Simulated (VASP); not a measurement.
# Sb (P6/mmm) in VASP: further runs, part 2 of 2

VASP 6.6.1. Earlier steps stand in the parts before.

## (5) Single point, LDA

This run uses another cell than the first one, of 25.85 Å³/atom, 0.962 times its volume.

File INCAR:

```
PREC = Accurate ; ENCUT = 520
EDIFF = 1E-6 ; ISMEAR = -1
SIGMA = 0.1 ; LREAL = F
LASPH = T ; NELM = 80
ALGO = Normal ; ISIF = 2
LWAVE = F ; LCHARG = T
GGA = CA ; LELF = T
LVHAR = T ; NBANDS = 14
```

File KPOINTS:

```
regular mesh
0
Gamma
  9 9 13
```

File POSCAR:

```
Sb
1.0
    5.3146666319      0.0000000000      0.0000000000
   -2.6573333159      4.6026363158      0.0000000000
    0.0000000000      0.0000000000      3.1705168931
Sb
3
Direct
    1.0000000000      0.0000000000      1.0000000000
    0.3333333333      0.6666666667      0.5000000000
    0.6666666667      0.3333333333      0.5000000000
```

Potentials or basis: VASP PAW LDA potentials, release 64 (Sb).

Launch:

```bash
$ cat potpaw_LDA.64/Sb/POTCAR > POTCAR
$ mpirun -np 1 vasp_std > vasp.out
```

OUTCAR:

```text
PREC = Accurate
   ENCUT = 520
   EDIFF = 1E-6
   ISMEAR = -1
   LREAL = F
   LASPH = T
   NELM = 80
   ISIF = 2
   GGA = CA

 ion  position               nearest neighbor table
   1  0.000  0.000  0.000-   2 3.45   3 3.45   2 3.45   3 3.45   2 3.45   2 3.45   3 3.45   3 3.45
                             3 3.45   3 3.45   2 3.45   2 3.45
   2  0.333  0.667  0.500-   3 3.07   3 3.07   3 3.07   1 3.45   1 3.45   1 3.45   1 3.45   1 3.45
                             1 3.45
   3  0.667  0.333  0.500-   2 3.07   2 3.07   2 3.07   1 3.45   1 3.45   1 3.45   1 3.45   1 3.45
                             1 3.45

  LATTYP: Found a hexagonal cell.
 ALAT       =     5.3146666319
 C/A-ratio  =     0.5965598809

  Lattice vectors:

 A1 = (   5.3146666319,   0.0000000000,   0.0000000000)
 A2 = (  -2.6573333159,   4.6026363158,   0.0000000000)
 A3 = (   0.0000000000,   0.0000000000,   3.1705168931)

Analysis of symmetry for initial positions (statically):
=====================================================================
 Subroutine PRICEL returns:
 Original cell was already a primitive cell.

 Routine SETGRP: Setting up the symmetry group for a
 hexagonal supercell.

 Subroutine GETGRP returns: Found 24 space group operations
 (whereof 24 operations were pure point group operations)
 out of a pool of 24 trial point group operations.

The static configuration has the point symmetry D_6h.

Analysis of symmetry for dynamics (positions and initial velocities):
=====================================================================
 Subroutine PRICEL returns:
 Original cell was already a primitive cell.

 Routine SETGRP: Setting up the symmetry group for a
 hexagonal supercell.

 Subroutine GETGRP returns: Found 24 space group operations
 (whereof 24 operations were pure point group operations)
 out of a pool of 24 trial point group operations.

The dynamic configuration has the point symmetry D_6h.

 Subroutine INISYM returns: Found 24 space group operations
 (whereof 24 operations are pure point group operations),
 and found     1 'primitive' translations

----------------------------------------------------------------------------------------

                                     Primitive cell

  volume of cell :      77.5555

  direct lattice vectors                    reciprocal lattice vectors
     5.314666632  0.000000000  0.000000000     0.188158556  0.108633393  0.000000000
    -2.657333316  4.602636316  0.000000000     0.000000000  0.217266786  0.000000000
     0.000000000  0.000000000  3.170516893     0.000000000  0.000000000  0.315405984

  length of vectors
     5.314666632  5.314666632  3.170516893     0.217266786  0.217266786  0.315405984

  position of ions in fractional coordinates (direct lattice)
     0.000000000  0.000000000  0.000000000
     0.333333333  0.666666667  0.500000000
     0.666666667  0.333333333  0.500000000

  ion indices of the primitive-cell ions
   primitive index   ion index
                 1           1
                 2           2
                 3           3

----------------------------------------------------------------------------------------

 KPOINTS: regular mesh

Automatic generation of k-mesh.
 Grid dimensions read from file:
 generate k-points for:    9    9   13

 Generating k-lattice:
[... 41 lines left out ...]
  0.333333  0.222222  0.076923     24.000000
  0.333333  0.333333  0.076923      4.000000
 [... further k-points ...]
   k-points           NKPTS =     84   k-points in BZ     NKDIM =     84   number of bands    NBANDS=     14
   number of dos      NEDOS =    301   number of ions     NIONS =      3
   total plane-waves  NPLWV =  38400
   dimension x,y,z NGX =    40 NGY =   40 NGZ =   24
   dimension x,y,z NGXF=    80 NGYF=   80 NGZF=   48
   ions per type =               3
   NGX,Y,Z   is equivalent  to a cutoff of  12.51, 12.51, 12.58 a.u.
   NGXF,Y,Z  is equivalent  to a cutoff of  25.02, 25.02, 25.17 a.u.
 SYSTEM =  unknown system
   PREC   = accura    normal or accurate (medium, high low for compatibility)
   ISTART =      0    job   : 0-new  1-cont  2-samecut
   ICHARG =      2    charge: 1-file 2-atom 10-const
   ISPIN  =      1    spin polarized calculation?
   LNONCOLLINEAR =      F non collinear calculations
   LSORBIT =      F    spin-orbit coupling
   LASPH  =      T    aspherical Exc in radial PAW
   ENCUT  =  520.0 eV  38.22 Ry    6.18 a.u.   9.88  9.88  5.90*2*pi/ulx,y,z
   NELM   =     80;   NELMIN=  2; NELMDL= -5     # of ELM steps
   EDIFF  = 0.1E-05   stopping-criterion for ELM
   LREAL  =      F    real-space projection
   EDIFFG = 0.1E-04   stopping-criterion for IOM
   NSW    =      0    number of steps for IOM
   IBRION =     -1    ionic relax: 0-MD 1-quasi-New 2-CG
   NFREE  =      0    steps in history (QN), initial steepest desc. (CG)
   ISIF   =      2    stress and relaxation
   ISYM   =      2    0-nonsym 1-usesym 2-fastsym
   POTIM  = 0.5000    time-step for ionic-motion
   TEBEG  =    0.0;   TEEND  =   0.0 temperature during run
   PSTRESS=    0.0 pullay stress
   NELECT =      15.0000    total number of electrons
   NUPDOWN=      -1.0000    fix difference up-down
   EMIN   =  10.00;   EMAX   =-10.00  energy-range for DOS
   EFERMI =   0.00;   METHOD = LEGACY
   ISMEAR =    -1;   SIGMA  =   0.10  broadening in eV -4-tet -1-fermi 0-gaus
   EFERMI_NEDOS =   21; number of points for ismear=-14 and -15
   IALGO  =     38    algorithm
   IMIX   =      4    mixing-type and parameters
     AMIX     =   0.40;   BMIX     =  1.00
     AMIX_MAG =   1.60;   BMIX_MAG =  1.00
  volume/ion in A,a.u.               =      25.85       174.46
  Fermi-wavevector in a.u.,A,eV,Ry     =   0.946748  1.789094 12.195330  0.896332
  Thomas-Fermi vector in A             =   2.074775
   LORBIT       =      0    0 simple, 1 ext, 2 COOP (PROOUT), +10 PAW based schemes
   GGA     = CA    functional components
   LHFCALC =     F    Hartree Fock is set to
   AEXX    =    0.0000 exact exchange contribution
   IVDW    =     0    specifies the selected vdW correction
   LEPSILON=     F    determine dielectric tensor
   LRPA    =     F    only Hartree local field effects (RPA)
 non-spin polarized calculation
  energy-cutoff  :      520.00
  volume of cell :       77.56
 maximum number of plane-waves:      2112
 NGX is ok and might be reduce to    40
   NGX = 19   NGY = 19   NGZ = 11

 number of electron      15.0000001 magnetization

 Free energy of the ion-electron system (eV)
  ---------------------------------------------------
  ext. energy  EPLUGINS =         0.00000000
  ---------------------------------------------------
  free energy    TOTEN  =       -13.84986904 eV

  energy without entropy =      -13.79627051  energy(sigma->0) =      -13.82306978

 E-fermi :   8.8938     XC(G=0): -10.5377

 val. band max:        8.8801044500   @ k =   0.2222   0.1111   0.2308
 cond. band min:       8.9492987727   @ k =   0.1111   0.1111   0.4615
 fundamental gap:      0.0691943227
 Fermi energy:         8.8937899354

 k-point     1 :       0.0000    0.0000    0.0000
  band No.  band energies     occupation
      1      -4.3459      2.00000
      2       0.5626      2.00000
      3       0.7725      2.00000
      4       4.7326      2.00000
      5       4.7326      2.00000
      6       5.0074      2.00000
      7       5.0074      2.00000
      8      10.5630      0.00000
      9      14.4972      0.00000
     10      14.4972      0.00000
     11      14.5155      0.00000
     12      14.9161      0.00000
     13      14.9318      0.00000
     14      19.2052      0.00000
[... 377 lines left out ...]
      1      -1.9989      2.00000
      2      -1.9989      2.00000
      3      -1.8588      2.00000
      4       5.7578      2.00000
      5       6.1946      2.00000
      6       6.1946      2.00000
      7      11.0770      0.00000
      8      11.0770      0.00000
      9      11.8586      0.00000
     10      12.1395      0.00000
     11      12.3579      0.00000
     12      12.3579      0.00000
     13      15.8117      0.00000
     14      15.9179      0.00000

 [... further k-points ...]
[... 5 lines left out ...]
  --------------------------------------------------------------------------------------
  -------------------------------------------------------------------------------------
  Total       -0.1248826     -0.1248826      0.1189977     -0.0000000     -0.0000000      0.0000000
  in kB       -2.5798824     -2.5798824      2.4583084     -0.0000000     -0.0000000      0.0000000
  external PRESSURE =      -0.9004855 kB  Pullay stress =       0.0000000 kB

 VOLUME and BASIS-vectors are now :
 -----------------------------------------------------------------------------
  energy-cutoff  :      520.00
  volume of cell :       77.56
      direct lattice vectors                 reciprocal lattice vectors
     5.314666632  0.000000000  0.000000000     0.188158556  0.108633393  0.000000000
    -2.657333316  4.602636316  0.000000000     0.000000000  0.217266786  0.000000000
     0.000000000  0.000000000  3.170516893     0.000000000  0.000000000  0.315405984

 POSITION                                       TOTAL-FORCE (eV/Angst)
 -----------------------------------------------------------------------------------
      0.00000      0.00000      0.00000        -0.000000      0.000000     -0.000000
     -0.00000      3.06842      1.58526         0.000000      0.000000     -0.000000
      2.65733      1.53421      1.58526        -0.000000     -0.000000      0.000000
 -----------------------------------------------------------------------------------
    total drift:                                0.000000     -0.000000      0.000000

  FREE ENERGIE OF THE ION-ELECTRON SYSTEM (eV)
  ---------------------------------------------------
  free  energy   TOTEN  =       -13.8498690383 eV

  energy  without entropy=      -13.7962705146  energy(sigma->0) =      -13.82306978
```

OSZICAR:

```text
N       E                     dE             d eps       ncg     rms          rms(c)
DAV:   1     0.608209619321E+02    0.60821E+02   -0.46899E+03  2352   0.805E+02
DAV:   2    -0.102441969166E+02   -0.71065E+02   -0.66684E+02  3058   0.144E+02
DAV:   3    -0.138359925794E+02   -0.35918E+01   -0.34997E+01  2886   0.357E+01
DAV:   4    -0.138710439015E+02   -0.35051E-01   -0.34998E-01  2616   0.419E+00
DAV:   5    -0.138714189407E+02   -0.37504E-03   -0.37504E-03  3060   0.500E-01    0.350E+00
DAV:   6    -0.138575727076E+02    0.13846E-01   -0.45086E-03  2652   0.319E-01    0.201E+00
DAV:   7    -0.138498960906E+02    0.76766E-02   -0.82897E-03  2664   0.430E-01    0.455E-02
DAV:   8    -0.138498748583E+02    0.21232E-04   -0.15151E-04  2922   0.817E-02    0.294E-02
DAV:   9    -0.138498692675E+02    0.55908E-05   -0.59982E-06  2826   0.174E-02    0.600E-03
DAV:  10    -0.138498690383E+02    0.22912E-06   -0.42607E-07  1908   0.372E-03
   1 F= -.13849869E+02 E0= -.13823070E+02  d E =-.535985E-01
```

stdout:

```text
POSCAR found type information on POSCAR Sb
 POSCAR found :  1 types and       3 ions
 scaLAPACK will be used
 LDA part: xc-table for (Slater(with rela. corr.)+CA(PZ))
 , standard interpolation
 POSCAR, INCAR and KPOINTS ok, starting setup
 FFT: planning ... GRIDC
 FFT: planning ... GRID_SOFT
 FFT: planning ... GRID
 WAVECAR not read
 entering main loop
```

Wall time 94 s (1 thread of AMD EPYC 7R13, shared host); peak memory 0.18 GiB.

What came out:

```yaml
Free_energy: -13.8499 eV
Pressure: -0.1 GPa
```

Levels at points of the mesh, in eV from the Fermi level:
| k point | band 6 | band 7 | band 8 | band 9 | band 10 | band 11 |
| --- | --- | --- | --- | --- | --- | --- |
| (0.00, 0.00, 0.00) | -3.89 | -3.89 | 1.67 | 5.60 | 5.60 | 5.62 |

Caveat: spin-orbit coupling is left out, which moves the levels of the heavy elements.

## (6) Relaxation of cell and atoms, LDA

This run uses another cell than the first one, of 27.18 Å³/atom, 1.011 times its volume.

File INCAR:

```
ALGO     = Normal         # electronic algorithm
EDIFF    = 1E-6           # SCF threshold, eV
EDIFFG   = -0.01          # ionic threshold
ENCUT    = 600            # plane-wave cutoff, eV
GGA      = CA             # functional
IBRION   = 2              # ionic algorithm
ISIF     = 3              # what is computed and relaxed
ISMEAR   = -1             # smearing method
LASPH    = True           # aspherical terms in the spheres
LCHARG   = False          # write CHGCAR
LREAL    = False          # projectors in reciprocal space
LWAVE    = False          # write WAVECAR
NELM     = 60             # most SCF steps
NSW      = 80             # ionic steps
PREC     = Accurate       # precision mode
SIGMA    = 0.1            # smearing width, eV
```

File KPOINTS:

```
k-points
0
Gamma
  7 7 10
```

File POSCAR:

```
Sb
1.0
    5.3555937617      0.0000000000      0.0000000000
   -2.6777968808      4.6380802500      0.0000000000
    0.0000000000      0.0000000000      3.2829789759
Sb
3
Direct
    0.0000000000      0.0000000000      0.0000000000
    0.3333333333      0.6666666667      0.5000000000
    0.6666666667      0.3333333333      0.5000000000
```

Potentials or basis: VASP PAW LDA potentials, release 64 (Sb).

Launch:

```bash
$ cat potpaw_LDA.64/Sb/POTCAR > POTCAR
$ mpirun -np 1 vasp_std > vasp.out
```

Wall time 3.7 min (1 thread of AMD EPYC 7R13, shared host); peak memory 0.19 GiB.

Results (log left out):

- Free energy: -13.8311 eV
- Relaxed volume: 25.88 Å³/atom
- Relaxed cell: a = 5.317 Å, b = 5.317 Å, c = 3.171 Å, α = 90.00°, β = 90.00°, γ = 120.00°
- Space group after relaxing (to 0.05 Å): P6/mmm (No. 191)
- Energy gained by relaxing: 15.1 meV/atom
- Ionic steps: 6
- Pressure after relaxing: 0.0 GPa

Step by step:
```csv
step,energy change (eV),largest force (eV/Å),pressure (GPa),volume (Å³)
1,0.0000,0.0000,-3.06,81.55
2,-0.0285,0.0000,2.12,75.57
3,-0.0410,0.0000,0.10,77.60
4,-0.0437,0.0000,0.08,77.63
5,-0.0453,0.0000,0.05,77.65
6,-0.0453,0.0000,0.05,77.65
```

Final structure:
```
CELL_PARAMETERS angstrom
5.31739 0.00000 0.00000
-2.65870 4.60500 0.00000
0.00000 0.00000 3.17127
ATOMIC_POSITIONS crystal
Sb 0.00000 0.00000 0.00000
Sb 0.33333 0.66667 0.50000
Sb 0.66667 0.33333 0.50000
```

Levels at points of the mesh, in eV from the Fermi level:
| k point | band 5 | band 6 | band 7 | band 8 | band 9 | band 10 | band 11 |
| --- | --- | --- | --- | --- | --- | --- | --- |
| (0.00, 0.00, 0.00) | -4.20 | -3.92 | -3.92 | 1.63 | 5.55 | 5.55 | 5.58 |
| (0.00, 0.00, 0.50) | -2.91 | -2.27 | -2.27 | -2.21 | -0.65 | -0.65 | 0.42 |

Caveat: spin-orbit coupling is left out, which moves the levels of the heavy elements.

## (7) The runs side by side

| task | cell | k mesh | cutoff (eV) | gap on the mesh (eV) | pressure (GPa) |
| --- | --- | --- | --- | --- | --- |
| single point | a = 5.385, b = 5.385, c = 3.212 Å, angles 90.0, 90.0, 120.0°, 3 atoms | 8 × 8 × 11 | 520 | none | -2.6 |
| single point | a = 5.453, b = 5.453, c = 3.253 Å, angles 90.0, 90.0, 120.0°, 3 atoms | 8 × 8 × 11 | 520 | none | -4.6 |
| single point | a = 5.519, b = 5.519, c = 3.293 Å, angles 90.0, 90.0, 120.0°, 3 atoms | 8 × 8 × 11 | 520 | none | -6.3 |
| single point | a = 5.315, b = 5.315, c = 3.171 Å, angles 90.0, 90.0, 120.0°, 3 atoms | 9 × 9 × 13 | 520 | none | -0.1 |
| relaxation of cell and atoms | relaxed from a = 5.356, b = 5.356, c = 3.283 Å, angles 90.0, 90.0, 120.0°, 3 atoms | 7 × 7 × 10 | 600 | none | 0.0 |

Alike in all rows: level LDA; potentials or basis VASP PAW LDA potentials, release 64 (Sb); no spin polarisation; smearing fermi-dirac 0.1 eV.

Caveats: spin-orbit coupling is left out, which moves the levels of the heavy elements.

Total energies depend on the potentials used, so only differences within one code and one set of settings carry meaning.
